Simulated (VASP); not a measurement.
Runs of VASP 6.6.1 on YAu. The structure is that of space group Pm-3m (No. 221), or close to it. The cells are those of the table. 

```csv
cell,gap on the mesh (eV),pressure (GPa)
"a = 3.571 Å, 2 atoms",none,-4.6
"a = 3.640 Å, 2 atoms",none,(b)
"a = 3.606 Å, 2 atoms",none,-6.8
"a = 3.499 Å, 2 atoms",none,1.2
"a = 3.535 Å, 2 atoms",none,(a)
```

Alike in all rows: task single point; level LDA; potentials or basis VASP PAW LDA potentials, release 64 (Y_sv, Au); no spin polarisation; k mesh 8 × 8 × 8; cutoff (eV) 520; smearing methfessel-paxton 0.15 eV.

Task: Fill in the values left out.

Result: (a) -1.9; (b) -8.7.

Caveats: spin-orbit coupling is left out, which moves the levels of the heavy elements.

A k mesh can miss the band edges, and the runs leave out spin-orbit coupling on Au, Y.

A gap of «none» marks levels without a gap at the run's occupations.
